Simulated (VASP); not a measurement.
# ZrS2 in VASP: notebook

ZrS2 is run at these levels: PBE+D3(BJ); tasks: relaxation of the atoms, single point.

Everything below comes from runs of VASP 6.6.1. Logs are shortened: lines on timing, memory, paths and dates and some standing lists are left out, and cuts for length are marked.

**1. The cell of the first run**

The cell holds a slab with vacuum, 6 atoms: a = 3.630 Å, b = 3.630 Å, c = 26.766 Å, α = 90.00°, β = 90.00°, γ = 120.00°.

**2. Relaxation of the atoms, PBE+D3(BJ)**

Contents of INCAR:

```
SYSTEM = ZrS2
ALGO = Normal ; DIPOL = 0.5 0.5 0.500
EDIFF = 1E-7 ; EDIFFG = -0.04
ENCUT = 450 ; GGA = PE
GGA_COMPAT = .False. ; IBRION = 2
IDIPOL = 3 ; ISIF = 2
ISMEAR = 0 ; IVDW = 12
LASPH = .True. ; LCHARG = .False.
LDIPOL = .True. ; LREAL = .False.
LWAVE = .False. ; NELM = 120
NELMDL = -8 ; NELMIN = 4
NSW = 60 ; PREC = Accurate
SIGMA = 0.05
```

Contents of KPOINTS:

```
k-points
0
Gamma
  9 9 1
  0 0 0
```

Contents of POSCAR:

```
ZrS2
1.0
    3.6299990400      0.0000000000      0.0000000000
   -1.8149995200      3.1436713800      0.0000000000
    0.0000000000      0.0000000000     26.7656400374
S Zr
4 2
Direct
    0.6666666700      0.3333333300      0.3362520002
    0.3333333300      0.6666666700      0.4451842001
    0.6666666700      0.3333333300      0.5548157999
    0.3333333300      0.6666666700      0.6637479998
    0.0000000000      0.0000000000      0.3907181002
    0.0000000000      0.0000000000      0.6092818998
```

Potentials or basis: VASP PAW PBE potentials, release 64 (S, Zr_sv).

Run with:

```
$ cat potpaw_PBE.64/S/POTCAR potpaw_PBE.64/Zr_sv/POTCAR > POTCAR
$ mpirun -np 1 vasp_std > vasp.out
```

OUTCAR:

```text
SYSTEM = ZrS2
   EDIFF = 1E-7
   EDIFFG = -0.04
   ENCUT = 450
   GGA = PE
   IBRION = 2
   ISIF = 2
   ISMEAR = 0
   IVDW = 12
   LASPH = .True.
   LREAL = .False.
   NELM = 120
   NELMDL = -8
   NELMIN = 4
   NSW = 60
   PREC = Accurate
 IVDW          = 12

 ion  position               nearest neighbor table
   1  0.667  0.333  0.336-   5 2.55   5 2.55   5 2.55
   2  0.333  0.667  0.445-   5 2.55   5 2.55   5 2.55
   3  0.667  0.333  0.555-   6 2.55   6 2.55   6 2.55
   4  0.333  0.667  0.664-   6 2.55   6 2.55   6 2.55
   5  0.000  0.000  0.391-   2 2.55   1 2.55   2 2.55   1 2.55   2 2.55   1 2.55
   6  0.000  0.000  0.609-   3 2.55   4 2.55   3 2.55   4 2.55   3 2.55   4 2.55

  LATTYP: Found a hexagonal cell.
 ALAT       =     3.6299990400
 C/A-ratio  =     7.3734565058

  Lattice vectors:

 A1 = (   3.6299990400,   0.0000000000,   0.0000000000)
 A2 = (  -1.8149995200,   3.1436713800,   0.0000000000)
 A3 = (   0.0000000000,   0.0000000000,  26.7656400374)

Analysis of symmetry for initial positions (statically):
=====================================================================
 Subroutine PRICEL returns:
 Original cell was already a primitive cell.

 Routine SETGRP: Setting up the symmetry group for a
 hexagonal supercell.

 Subroutine GETGRP returns: Found 12 space group operations
 (whereof 12 operations were pure point group operations)
 out of a pool of 24 trial point group operations.

The static configuration has the point symmetry D_3d.

Analysis of symmetry for dynamics (positions and initial velocities):
=====================================================================
 Subroutine PRICEL returns:
 Original cell was already a primitive cell.

 Routine SETGRP: Setting up the symmetry group for a
 hexagonal supercell.

 Subroutine GETGRP returns: Found 12 space group operations
 (whereof 12 operations were pure point group operations)
 out of a pool of 24 trial point group operations.

The dynamic configuration has the point symmetry D_3d.

 Subroutine INISYM returns: Found 12 space group operations
 (whereof 12 operations are pure point group operations),
 and found     1 'primitive' translations

----------------------------------------------------------------------------------------

                                     Primitive cell

  volume of cell :     305.4367

  direct lattice vectors                    reciprocal lattice vectors
     3.629999040  0.000000000  0.000000000     0.275482167  0.159049703  0.000000000
    -1.814999520  3.143671380  0.000000000     0.000000000  0.318099406  0.000000000
     0.000000000  0.000000000 26.765640037     0.000000000  0.000000000  0.037361333

  length of vectors
     3.629999040  3.629999036 26.765640037     0.318099406  0.318099406  0.037361333

  position of ions in fractional coordinates (direct lattice)
     0.666666670  0.333333330  0.336252000
     0.333333330  0.666666670  0.445184200
     0.666666670  0.333333330  0.554815800
     0.333333330  0.666666670  0.663748000
     0.000000000  0.000000000  0.390718100
     0.000000000  0.000000000  0.609281900

  ion indices of the primitive-cell ions
   primitive index   ion index
                 1           1
                 2           2
                 3           3
                 4           4
                 5           5
                 6           6

----------------------------------------------------------------------------------------

 KPOINTS: k-points

Automatic generation of k-mesh.
 Grid dimensions read from file:
 generate k-points for:    9    9    1

 Generating k-lattice:

  Cartesian coordinates                     Fractional coordinates (reciprocal lattice)
     0.030609130  0.017672189  0.000000000     0.111111111  0.000000000  0.000000000
     0.000000000  0.035344378  0.000000000     0.000000000  0.111111111  0.000000000
     0.000000000  0.000000000  0.037361333     0.000000000  0.000000000  1.000000000

  Length of vectors
     0.035344378  0.035344378  0.037361333

  Shift w.r.t. Gamma in fractional coordinates (k-lattice)
     0.000000000  0.000000000  0.000000000

 Subroutine IBZKPT returns following result:
 ===========================================

 Found     12 irreducible k-points:

 Following reciprocal coordinates:
            Coordinates               Weight
  0.000000  0.000000  0.000000      1.000000
  0.111111 -0.000000  0.000000      6.000000
  0.222222  0.000000  0.000000      6.000000
  0.333333  0.000000  0.000000      6.000000
  0.444444  0.000000  0.000000      6.000000
  0.111111  0.111111  0.000000      6.000000
  0.222222  0.111111  0.000000     12.000000
  0.333333  0.111111  0.000000     12.000000
  0.444444  0.111111  0.000000      6.000000
  0.222222  0.222222  0.000000      6.000000
  0.333333  0.222222  0.000000     12.000000
  0.333333  0.333333  0.000000      2.000000
   k-points           NKPTS =     12   k-points in BZ     NKDIM =     12   number of bands    NBANDS=     28
   number of dos      NEDOS =    301   number of ions     NIONS =      6
   total plane-waves  NPLWV = 150528
   dimension x,y,z NGX =    28 NGY =   28 NGZ =  192
   dimension x,y,z NGXF=    56 NGYF=   56 NGZF=  384
   ions per type =               4   2
   NGX,Y,Z   is equivalent  to a cutoff of  12.82, 12.82, 11.93 a.u.
   NGXF,Y,Z  is equivalent  to a cutoff of  25.65, 25.65, 23.85 a.u.
 SYSTEM =  ZrS2
   PREC   = accura    normal or accurate (medium, high low for compatibility)
   ISTART =      0    job   : 0-new  1-cont  2-samecut
   ICHARG =      2    charge: 1-file 2-atom 10-const
   ISPIN  =      1    spin polarized calculation?
   LNONCOLLINEAR =      F non collinear calculations
   LSORBIT =      F    spin-orbit coupling
   LASPH  =      T    aspherical Exc in radial PAW
   ENCUT  =  450.0 eV  33.07 Ry    5.75 a.u.   6.28  6.28 46.30*2*pi/ulx,y,z
   NELM   =    120;   NELMIN=  4; NELMDL= -8     # of ELM steps
   EDIFF  = 0.1E-06   stopping-criterion for ELM
   LREAL  =      F    real-space projection
   EDIFFG = -.4E-01   stopping-criterion for IOM
   NSW    =     60    number of steps for IOM
   IBRION =      2    ionic relax: 0-MD 1-quasi-New 2-CG
   NFREE  =      1    steps in history (QN), initial steepest desc. (CG)
   ISIF   =      2    stress and relaxation
   ISYM   =      2    0-nonsym 1-usesym 2-fastsym
   POTIM  = 0.5000    time-step for ionic-motion
   TEBEG  =    0.0;   TEEND  =   0.0 temperature during run
   PSTRESS=    0.0 pullay stress
   NELECT =      48.0000    total number of electrons
   NUPDOWN=      -1.0000    fix difference up-down
   EMIN   =  10.00;   EMAX   =-10.00  energy-range for DOS
   EFERMI =   0.00;   METHOD = LEGACY
   ISMEAR =     0;   SIGMA  =   0.05  broadening in eV -4-tet -1-fermi 0-gaus
   EFERMI_NEDOS =   21; number of points for ismear=-14 and -15
   IALGO  =     38    algorithm
   IMIX   =      4    mixing-type and parameters
     AMIX     =   0.40;   BMIX     =  1.00
     AMIX_MAG =   1.60;   BMIX_MAG =  1.00
  volume/ion in A,a.u.               =      50.91       343.53
  Fermi-wavevector in a.u.,A,eV,Ry     =   0.883449  1.669477 10.619104  0.780482
  Thomas-Fermi vector in A             =   2.004217
   LORBIT       =      0    0 simple, 1 ext, 2 COOP (PROOUT), +10 PAW based schemes
   GGA     = PE    functional components
   LHFCALC =     F    Hartree Fock is set to
   AEXX    =    0.0000 exact exchange contribution
   IVDW    =    12    specifies the selected vdW correction
   LEPSILON=     F    determine dielectric tensor
   LRPA    =     F    only Hartree local field effects (RPA)
 conjugate gradient relaxation of ions
 non-spin polarized calculation
 Gauss-broadening in eV      SIGMA  =   0.05
  energy-cutoff  :      450.00
  volume of cell :      305.44
 maximum number of plane-waves:      6633
 NGX is ok and might be reduce to    28
   NGX = 13   NGY = 13   NGZ = 93

--------------------------------------- Ionic step        1  -------------------------------------------

 number of electron      48.0000006 magnetization

 Free energy of the ion-electron system (eV)
  ---------------------------------------------------
  ext. energy  EPLUGINS =         0.00000000
  ---------------------------------------------------
  free energy    TOTEN  =       -42.80099684 eV

  energy without entropy =      -42.80099684  energy(sigma->0) =      -42.80099684

------------------------ aborting loop because EDIFF is reached ----------------------------------------

 Edisp (eV)   -1.79814

 E8    (eV) :    -0.7889
[... 35 lines left out ...]
--------------------------------------- Ionic step        2  -------------------------------------------

 number of electron      48.0000007 magnetization

 dipolmoment           0.000000      0.000000      0.000000 electrons x Angstroem

------------------------ aborting loop because EDIFF is reached ----------------------------------------

 Edisp (eV)   -1.79784

 E8    (eV) :    -0.7888
[... 35 lines left out ...]
--------------------------------------- Ionic step        3  -------------------------------------------

 number of electron      48.0000006 magnetization

 dipolmoment           0.000000      0.000000     -0.000000 electrons x Angstroem

 Free energy of the ion-electron system (eV)
  ---------------------------------------------------
  ext. energy  EPLUGINS =         0.00000000
  ---------------------------------------------------
  free energy    TOTEN  =       -42.80392169 eV

  energy without entropy =      -42.80392169  energy(sigma->0) =      -42.80392169

 E-fermi :  -1.1651     XC(G=0):  -4.6095

 val. band max:       -1.4841139712   @ k =   0.0000   0.0000   0.0000
 cond. band min:      -0.4945460485   @ k =   0.4444   0.0000   0.0000
 fundamental gap:      0.9895679226
 Fermi energy:        -1.1651219545

 k-point     1 :       0.0000    0.0000    0.0000
  band No.  band energies     occupation
      1     -50.3516      2.00000
      2     -50.3516      2.00000
      3     -28.4246      2.00000
      4     -28.4243      2.00000
      5     -28.2590      2.00000
      6     -28.2590      2.00000
[... 361 lines left out ...]
     27       1.5446      0.00000
     28       1.5446      0.00000

------------------------ aborting loop because EDIFF is reached ----------------------------------------

 vacuum level on the upper side and lower side of the slab       (xc-potential included)        -0.166        -0.166

 Edisp (eV)   -1.79759

 E8    (eV) :    -0.7888

  FORCE on cell =-STRESS in cart. coord.  units (eV):
  Direction    XX          YY          ZZ          XY          YZ          ZX
  --------------------------------------------------------------------------------------
  -------------------------------------------------------------------------------------
  Total       0.32090     0.32090    -0.34493    -0.00000     0.00000     0.00000
  in kB       1.68327     1.68327    -1.80935    -0.00000     0.00000     0.00000
  external pressure =        0.52 kB  Pullay stress =        0.00 kB
[... 21 lines left out ...]
  FREE ENERGIE OF THE ION-ELECTRON SYSTEM (eV)
  ---------------------------------------------------
  free  energy   TOTEN  =       -44.6015137398 eV

  energy  without entropy=      -44.6015137398  energy(sigma->0) =      -44.60151374

 reached required accuracy - stopping structural energy minimisation

 vacuum level on the upper side and lower side of the slab         4.707         4.707
```

Run time: 5 min. Hardware: 1 thread of Intel Xeon Platinum 8375C at 2.90GHz (Ice Lake), shared host; peak memory 0.42 GiB.

Results:

```yaml
Free_energy: -44.6015 eV
Energy_gained_by_relaxing: 0.4 meV/atom
Ionic_steps: 3
Largest_force_after_relaxing: 0.031 eV/Å
Band_gap_on_the_k_mesh: 0.99 eV (least direct gap 1.65 eV)
Dispersion_energy_per_atom: -0.300 eV
```

Forces on the atoms (eV/Å):
```
S    0.000  0.000  0.031
S    0.000  0.000  0.024
S    0.000  0.000 -0.024
S    0.000  0.000 -0.031
Zr   0.000  0.000 -0.009
Zr   0.000  0.000  0.009
```

The path:
```
step  energy change (eV)  largest force (eV/Å)  pressure (GPa)
   1              0.0000                0.1230            0.30
   2             -0.0019                0.0676            0.16
   3             -0.0024                0.0312            0.05
```

Final structure:
```yaml
crystal:
  lattice:
    - [3.63000, 0.00000, 0.00000]
    - [-1.81500, 3.14367, 0.00000]
    - [0.00000, 0.00000, 26.76564]
  atoms:
    - { symbol: S, position: [0.66667, 0.33333, 0.33590] }
    - { symbol: S, position: [0.33333, 0.66667, 0.44558] }
    - { symbol: S, position: [0.66667, 0.33333, 0.55442] }
    - { symbol: S, position: [0.33333, 0.66667, 0.66410] }
    - { symbol: Zr, position: [0.00000, 0.00000, 0.39084] }
    - { symbol: Zr, position: [0.00000, 0.00000, 0.60916] }
```

Levels at points of the mesh, in eV from the valence-band top:
```tsv
k point	band 21	band 22	band 23	band 24	band 25	band 26	band 27	band 28
(0.00, 0.00, 0.00)	-0.08	-0.08	0.00	0.00	1.65	1.65	1.67	1.67
```

**3. Single point, PBE+D3(BJ)**

Contents of INCAR:

```
SYSTEM = ZrS2
ALGO = Normal
DIPOL = 0.5 0.5 0.500
EDIFF = 1E-6
ENCUT = 400
GGA = PE
GGA_COMPAT = .FALSE.
IDIPOL = 3
ISIF = 2
ISMEAR = 0
IVDW = 12
LASPH = .TRUE.
LCHARG = .FALSE.
LDIPOL = .TRUE.
LREAL = .FALSE.
LWAVE = .FALSE.
NBANDS = 33
NELM = 120
NELMDL = -8
PREC = Accurate
SIGMA = 0.05
```

Contents of KPOINTS:

```
k-points
0
G
  27 27 1
  0 0 0
```

Contents of POSCAR:

```
ZrS2
1.0
    3.6299990400      0.0000000000      0.0000000000
   -1.8149995200      3.1436713800      0.0000000000
    0.0000000000      0.0000000000     26.7656400374
S Zr
4 2
Direct
    0.6666666664      0.3333333336      0.3374096177
    0.3333333336      0.6666666671      0.4467236707
    0.6666666664      0.3333333336      0.5532764380
    0.3333333336      0.6666666671      0.6625901972
    0.0000000000      0.0000000000      0.3920880175
    0.0000000000      0.0000000000      0.6079120589
```

Potentials or basis: VASP PAW PBE potentials, release 64 (S, Zr_sv).

Run with:

```
$ cat potpaw_PBE.64/S/POTCAR potpaw_PBE.64/Zr_sv/POTCAR > POTCAR
$ mpirun -np 1 vasp_std > vasp.out
```

Run time: 22 min. Hardware: 1 thread of Intel Xeon 8259CL, shared host; peak memory 0.59 GiB.

It converged, with:

| Property | Result |
| --- | --- |
| Free energy | -44.6037 eV |
| Largest force | 0.047 eV/Å |
| Band gap on the k mesh | 0.98 eV (least direct gap 1.65 eV) |
| Dispersion energy per atom | -0.302 eV |

Forces in eV/Å, atoms in the order of the input:
```
S    0.000  0.000 -0.047
S    0.000  0.000  0.043
S    0.000  0.000 -0.043
S    0.000  0.000  0.047
Zr   0.000  0.000  0.020
Zr   0.000  0.000 -0.020
```

Levels at points of the mesh, in eV from the valence-band top:
| k point | band 20 | band 21 | band 22 | band 23 | band 24 | band 25 | band 26 | band 27 | band 28 | band 29 |
| --- | --- | --- | --- | --- | --- | --- | --- | --- | --- | --- |
| (0.00, 0.00, 0.00) | -0.38 | -0.09 | -0.09 | 0.00 | 0.00 | 1.65 | 1.65 | 1.67 | 1.67 | 2.45 |
